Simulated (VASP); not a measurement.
# CaS (Fm-3m) in VASP: further runs

Aim: see how the results for CaS move with the level of theory and the settings. Levels: PBE, PBE+D3(BJ). Tasks: single point.

Program: VASP 6.6.1. These are calculated values, not measurements. Logs are shortened: lines on timing, memory, paths and dates and some standing lists are left out, and cuts for length are marked.

### Step 1. The cell of the first run

It takes space group Fm-3m (No. 225, cubic). Conventional cell: a = 5.705 Å, b = 5.705 Å, c = 5.705 Å, α = 90.00°, β = 90.00°, γ = 90.00°. Ca (site symmetry m-3m) has 6 S at 2.85 Å within 3.8 Å. Within 3.8 Å of S (site symmetry m-3m) lie 6 Ca at 2.85 Å.

### Step 2. Single point, PBE

INCAR

```
PREC = Accurate
ENCUT = 500
EDIFF = 1E-6
ISMEAR = -1
SIGMA = 0.1
LREAL = False
LASPH = True
NELM = 120
ALGO = Normal
ISIF = 2
LWAVE = False
LCHARG = True
GGA = PE
LELF = True
LVHAR = True
NBANDS = 15
GGA_COMPAT = False
```

KPOINTS

```
Automatic mesh
0
Gamma
  3 3 3
```

POSCAR

```
CaS
1.0
    0.0000000000      2.8523742917      2.8523742917
    2.8523742917      0.0000000000      2.8523742917
    2.8523742917      2.8523742917      0.0000000000
Ca S
1 1
Direct
    0.0000000000      0.0000000000      0.0000000000
    0.5000000000      0.5000000000      0.5000000000
```

Potentials or basis: VASP PAW PBE potentials, release 64 (Ca_sv, S).

The run is started by

```
cat potpaw_PBE.64/Ca_sv/POTCAR potpaw_PBE.64/S/POTCAR > POTCAR
mpirun -np 1 vasp_std > vasp.out
```

OUTCAR:

```text
PREC = Accurate
   ENCUT = 500
   EDIFF = 1E-6
   ISMEAR = -1
   LREAL = False
   LASPH = True
   NELM = 120
   ISIF = 2
   GGA = PE

 ion  position               nearest neighbor table
   1  0.000  0.000  0.000-   2 2.85   2 2.85   2 2.85   2 2.85   2 2.85   2 2.85
   2  0.500  0.500  0.500-   1 2.85   1 2.85   1 2.85   1 2.85   1 2.85   1 2.85

  LATTYP: Found a face centered cubic cell.
 ALAT       =     5.7047485834

  Lattice vectors:

 A1 = (   0.0000000000,   2.8523742917,   2.8523742917)
 A2 = (   2.8523742917,   0.0000000000,   2.8523742917)
 A3 = (   2.8523742917,   2.8523742917,   0.0000000000)

Analysis of symmetry for initial positions (statically):
=====================================================================
 Subroutine PRICEL returns:
 Original cell was already a primitive cell.

 Routine SETGRP: Setting up the symmetry group for a
 face centered cubic supercell.

 Subroutine GETGRP returns: Found 48 space group operations
 (whereof 48 operations were pure point group operations)
 out of a pool of 48 trial point group operations.

The static configuration has the point symmetry O_h .

Analysis of symmetry for dynamics (positions and initial velocities):
=====================================================================
 Subroutine PRICEL returns:
 Original cell was already a primitive cell.

 Routine SETGRP: Setting up the symmetry group for a
 face centered cubic supercell.

 Subroutine GETGRP returns: Found 48 space group operations
 (whereof 48 operations were pure point group operations)
 out of a pool of 48 trial point group operations.

The dynamic configuration has the point symmetry O_h .

 Subroutine INISYM returns: Found 48 space group operations
 (whereof 48 operations are pure point group operations),
 and found     1 'primitive' translations

----------------------------------------------------------------------------------------

                                     Primitive cell

  volume of cell :      46.4141

  direct lattice vectors                    reciprocal lattice vectors
     0.000000000  2.852374292  2.852374292    -0.175292563  0.175292563  0.175292563
     2.852374292  0.000000000  2.852374292     0.175292563 -0.175292563  0.175292563
     2.852374292  2.852374292  0.000000000     0.175292563  0.175292563 -0.175292563

  length of vectors
     4.033866408  4.033866408  4.033866408     0.303615625  0.303615625  0.303615625

  position of ions in fractional coordinates (direct lattice)
     0.000000000  0.000000000  0.000000000
     0.500000000  0.500000000  0.500000000

[... 66 lines left out ...]
   NELECT =      16.0000    total number of electrons
   NUPDOWN=      -1.0000    fix difference up-down
   EMIN   =  10.00;   EMAX   =-10.00  energy-range for DOS
   EFERMI =   0.00;   METHOD = LEGACY
   ISMEAR =    -1;   SIGMA  =   0.10  broadening in eV -4-tet -1-fermi 0-gaus
   EFERMI_NEDOS =   21; number of points for ismear=-14 and -15
   IALGO  =     38    algorithm
   IMIX   =      4    mixing-type and parameters
     AMIX     =   0.40;   BMIX     =  1.00
     AMIX_MAG =   1.60;   BMIX_MAG =  1.00
  volume/ion in A,a.u.               =      23.21       156.61
  Fermi-wavevector in a.u.,A,eV,Ry     =   1.147885  2.169188 17.927575  1.317640
  Thomas-Fermi vector in A             =   2.284563
   LORBIT       =      0    0 simple, 1 ext, 2 COOP (PROOUT), +10 PAW based schemes
   GGA     = PE    functional components
   LHFCALC =     F    Hartree Fock is set to
   AEXX    =    0.0000 exact exchange contribution
   IVDW    =     0    specifies the selected vdW correction
   LEPSILON=     F    determine dielectric tensor
   LRPA    =     F    only Hartree local field effects (RPA)
 non-spin polarized calculation
  energy-cutoff  :      500.00
  volume of cell :       46.41
 maximum number of plane-waves:      1243
 NGX is ok and might be reduce to    30
   NGX = 15   NGY = 15   NGZ = 15

 number of electron      16.0000004 magnetization

 Free energy of the ion-electron system (eV)
  ---------------------------------------------------
  ext. energy  EPLUGINS =         0.00000000
  ---------------------------------------------------
  free energy    TOTEN  =       -10.29927775 eV

  energy without entropy =      -10.29927638  energy(sigma->0) =      -10.29927706

 E-fermi :   4.0419     XC(G=0):  -9.2788

 val. band max:        2.7357674669   @ k =   0.0000   0.0000   0.0000
 cond. band min:       5.4168614676   @ k =   0.3333   0.3333   0.0000
 fundamental gap:      2.6810940007
 Fermi energy:         4.0418935131

 k-point     1 :       0.0000    0.0000    0.0000
  band No.  band energies     occupation
      1     -36.5370      2.00000
      2     -17.5158      2.00000
      3     -17.5158      2.00000
      4     -17.5158      2.00000
      5      -8.5697      2.00000
      6       2.7358      2.00000
      7       2.7358      2.00000
      8       2.7358      2.00000
      9       6.8349      0.00000
     10       6.8587      0.00000
     11       6.8587      0.00000
     12       6.8587      0.00000
     13       7.4452      0.00000
     14       7.4452      0.00000
[... 41 lines left out ...]
      2     -17.6182      2.00000
      3     -17.6006      2.00000
      4     -17.5434      2.00000
      5      -7.8164      2.00000
      6       0.4964      2.00000
      7       0.8847      2.00000
      8       1.6345      2.00000
      9       7.1254      0.00000
     10       8.6280      0.00000
     11       8.8306      0.00000
     12       8.8865      0.00000
     13       9.8993      0.00000
     14      10.6999      0.00000
     15      12.3632      0.00000

------------------------ aborting loop because EDIFF is reached ----------------------------------------

  FORCE on cell =-STRESS in cart. coord.  units (eV):
  Direction    XX          YY          ZZ          XY          YZ          ZX
  --------------------------------------------------------------------------------------
  -------------------------------------------------------------------------------------
  Total        0.2374707      0.2374707      0.2374707      0.0000000     -0.0000000      0.0000000
  in kB        8.1973049      8.1973049      8.1973049      0.0000000     -0.0000000      0.0000000
  external PRESSURE =       8.1973049 kB  Pullay stress =       0.0000000 kB

 VOLUME and BASIS-vectors are now :
 -----------------------------------------------------------------------------
  energy-cutoff  :      500.00
  volume of cell :       46.41
      direct lattice vectors                 reciprocal lattice vectors
     0.000000000  2.852374292  2.852374292    -0.175292563  0.175292563  0.175292563
     2.852374292  0.000000000  2.852374292     0.175292563 -0.175292563  0.175292563
     2.852374292  2.852374292  0.000000000     0.175292563  0.175292563 -0.175292563

 POSITION                                       TOTAL-FORCE (eV/Angst)
 -----------------------------------------------------------------------------------
      0.00000      0.00000      0.00000        -0.000000     -0.000000     -0.000000
      2.85237      2.85237      2.85237         0.000000      0.000000      0.000000
 -----------------------------------------------------------------------------------
    total drift:                               -0.000000      0.000000      0.000000

  FREE ENERGIE OF THE ION-ELECTRON SYSTEM (eV)
  ---------------------------------------------------
  free  energy   TOTEN  =       -10.2992777455 eV

  energy  without entropy=      -10.2992763764  energy(sigma->0) =      -10.29927706
```

OSZICAR:

```text
N       E                     dE             d eps       ncg     rms          rms(c)
DAV:   1     0.978343234908E+02    0.97834E+02   -0.73089E+03   120   0.950E+02
DAV:   2    -0.563340836620E+01   -0.10347E+03   -0.96667E+02   148   0.240E+02
DAV:   3    -0.103453747601E+02   -0.47120E+01   -0.46742E+01   155   0.481E+01
DAV:   4    -0.105758071338E+02   -0.23043E+00   -0.23028E+00   180   0.984E+00
DAV:   5    -0.105773229200E+02   -0.15158E-02   -0.15157E-02   162   0.929E-01    0.507E+00
DAV:   6    -0.102997442970E+02    0.27758E+00   -0.43519E-01   134   0.335E+00    0.342E+00
DAV:   7    -0.102916577918E+02    0.80865E-02   -0.12505E-01   170   0.211E+00    0.182E+00
DAV:   8    -0.102993998824E+02   -0.77421E-02   -0.18338E-02   127   0.117E+00    0.303E-01
DAV:   9    -0.102989698506E+02    0.43003E-03   -0.10609E-03   162   0.317E-01    0.862E-02
DAV:  10    -0.102992272135E+02   -0.25736E-03   -0.26680E-04   127   0.125E-01    0.263E-02
DAV:  11    -0.102992775515E+02   -0.50338E-04   -0.82540E-05   148   0.720E-02    0.270E-02
DAV:  12    -0.102992777455E+02   -0.19399E-06   -0.63912E-06   148   0.172E-02
   1 F= -.10299278E+02 E0= -.10299277E+02  d E =-.136906E-05
```

stdout:

```text
POSCAR found type information on POSCAR CaS
 POSCAR found :  2 types and       2 ions
 scaLAPACK will be used
 LDA part: xc-table for (Slater+PW92), standard interpolation
 POSCAR, INCAR and KPOINTS ok, starting setup
 FFT: planning ... GRIDC
 FFT: planning ... GRID_SOFT
 FFT: planning ... GRID
 WAVECAR not read
 entering main loop
```

Run time: 4.9 s. Hardware: 1 thread of Intel Xeon Platinum 8375C at 2.90GHz (Ice Lake), shared host; peak memory 0.16 GiB.

Results:

- Free energy: -10.2993 eV
- Pressure: 0.8 GPa
- Band gap on the k mesh: 2.68 eV (least direct gap 3.37 eV)

Levels at points of the mesh, in eV from the valence-band top:
```tsv
k point	band 5	band 6	band 7	band 8	band 9	band 10	band 11	band 12
(0.00, 0.00, 0.00)	-11.31	0.00	0.00	0.00	4.10	4.12	4.12	4.12
```

Caveat: the k points lie up to 0.64 Å⁻¹ apart; an odd mesh through Γ misses points on the zone boundary, where band edges can lie.

### Step 3. Single point, PBE+D3(BJ)

INCAR

```
SYSTEM = CaS
ALGO = Normal
EDIFF = 1E-6
ENCUT = 500
GGA = PE
GGA_COMPAT = .FALSE.
ISIF = 2
ISMEAR = -5
ISYM = 0
IVDW = 12
LASPH = .TRUE.
LCHARG = .FALSE.
LREAL = .FALSE.
LWAVE = .FALSE.
NBANDS = 15
NELM = 120
PREC = Accurate
SIGMA = 0.1
```

KPOINTS

```
Automatic mesh
0
Gamma
  2 2 2
  0.5 0.5 0.5
```

POSCAR is that of step 2.

Potentials or basis: VASP PAW PBE potentials, release 64 (Ca_sv, S).

The run is started by

```
cat potpaw_PBE.64/Ca_sv/POTCAR potpaw_PBE.64/S/POTCAR > POTCAR
mpirun -np 1 vasp_std > vasp.out
```

Run time: 10 s. Hardware: 1 thread of Intel Xeon Platinum 8375C at 2.90GHz (Ice Lake), shared host; peak memory 0.17 GiB.

Results (log left out):

```
Free energy                : -11.0776 eV
Pressure                   : -2.4 GPa
Band gap on the k mesh     : 4.50 eV (least direct gap 4.82 eV)
Dispersion energy per atom : -0.333 eV
```

Levels at points of the mesh, in eV from the valence-band top:
| k point | band 5 | band 6 | band 7 | band 8 | band 9 | band 10 | band 11 | band 12 |
| --- | --- | --- | --- | --- | --- | --- | --- | --- |
| (0.25, 0.25, 0.25) | -10.27 | -1.15 | 0.00 | 0.00 | 4.96 | 5.66 | 5.66 | 6.85 |

Caveat: the k points lie up to 0.95 Å⁻¹ apart; three body term missing; a shifted mesh leaves out Γ, where band edges can lie.

### Step 4. Single point, PBE

INCAR

```
ALGO = Normal
EDIFF = 1E-6
ENCUT = 500
GGA = PE
GGA_COMPAT = False
ISIF = 2
ISMEAR = 0
ISYM = 0
LASPH = True
LCHARG = False
LREAL = False
LWAVE = False
NBANDS = 15
NELECT = 14.0
NELM = 120
PREC = Accurate
SIGMA = 0.1
```

KPOINTS

```
Automatic mesh
0
Gamma
  2 2 2
  0.25 0.25 0.25
```

POSCAR is that of step 3.

The run is started by

```
cat potpaw_PBE.64/Ca_sv/POTCAR potpaw_PBE.64/S/POTCAR > POTCAR
mpirun -np 1 vasp_std > vasp.out
```

Run time: 19 s. Hardware: 1 thread of Intel Xeon Platinum 8375C at 2.90GHz (Ice Lake), shared host; peak memory 0.17 GiB.

It converged, with:

```
Free energy : -13.3707 eV
```

Levels at points of the mesh, in eV from the Fermi level:
| k point | band 4 | band 5 | band 6 | band 7 | band 8 | band 9 | band 10 | band 11 |
| --- | --- | --- | --- | --- | --- | --- | --- | --- |
| (0.12, 0.12, 0.12) | -17.22 | -10.63 | 0.28 | 0.54 | 0.54 | 7.16 | 7.39 | 7.39 |

Caveat: the k points lie up to 0.48 Å⁻¹ apart, too coarse for converged energies and pressures of a metal; the cell carries a net charge on a neutralising background, which shifts energy and pressure; the cell is charged against a uniform background, so pressure and absolute levels hang on convention; semilocal functionals underestimate gaps, and a narrow one can read as zero.

### Step 5. Single point, PBE

This run uses another cell than the first one, of 23.44 Å³/atom.

INCAR

```
PREC     = Accurate       # precision mode
ENCUT    = 500            # plane-wave cutoff, eV
EDIFF    = 1E-6           # SCF threshold, eV
ISMEAR   = 0              # smearing method
SIGMA    = 0.1            # smearing width, eV
LREAL    = False          # projectors in reciprocal space
LASPH    = True           # aspherical terms in the spheres
NELM     = 120            # most SCF steps
ALGO     = Normal         # electronic algorithm
ISIF     = 2              # what is computed and relaxed
LWAVE    = False          # write WAVECAR
LCHARG   = False          # write CHGCAR
GGA      = PE             # functional
ISYM     = 0            
NBANDS   = 15             # bands
GGA_COMPAT= False
```

KPOINTS is that of step 4.

POSCAR

```
CaS
1.0
    0.0000000000      2.8618506879      2.8618506879
    2.8618506879      0.0000000000      2.8618506879
    2.8618506879      2.8618506879      0.0000000000
Ca S
1 1
Direct
    0.0000000000      0.0000000000      0.0000000000
    0.5000000000      0.5000000000      0.5000000000
```

The run is started by

```
cat potpaw_PBE.64/Ca_sv/POTCAR potpaw_PBE.64/S/POTCAR > POTCAR
mpirun -np 1 vasp_std > vasp.out
```

Wall time 17 s (1 thread of Intel Xeon Platinum 8375C at 2.90GHz (Ice Lake), shared host); peak memory 0.17 GiB.

The run converged. Its results:

```
Free energy            : -10.1295 eV
Pressure               : 0.9 GPa
Band gap on the k mesh : 2.99 eV (least direct gap 3.63 eV)
```

Levels at points of the mesh, in eV from the valence-band top:
| k point | band 5 | band 6 | band 7 | band 8 | band 9 | band 10 | band 11 | band 12 |
| --- | --- | --- | --- | --- | --- | --- | --- | --- |
| (0.12, 0.12, 0.12) | -10.94 | -0.44 | 0.00 | 0.00 | 4.30 | 4.53 | 4.53 | 5.03 |

Caveat: a shifted mesh leaves out Γ, where band edges can lie.

### Step 6. Overview

```csv
level,cell,k mesh,smearing,gap on the mesh (eV),pressure (GPa)
PBE,"a = 4.034 Å, angles 60.0°, 2 atoms",3 × 3 × 3,fermi-dirac 0.1 eV,2.68,0.8
PBE+D3(BJ),"a = 4.034 Å, angles 60.0°, 2 atoms","2 × 2 × 2, shifted",tetrahedron,4.50,-2.4
PBE,"a = 4.047 Å, angles 60.0°, 2 atoms","2 × 2 × 2, shifted",gaussian 0.1 eV,2.99,0.9
```

Alike in all rows: task single point; potentials or basis VASP PAW PBE potentials, release 64 (Ca_sv, S); no spin polarisation; cutoff (eV) 500.

Caveats: some runs use coarse meshes; a shifted mesh leaves out Γ, where band edges can lie (at least some runs); an odd mesh through Γ misses points on the zone boundary, where band edges can lie (at least some runs); three body term missing (at least some runs).

Absolute energies hang on the potentials; compare differences alone.
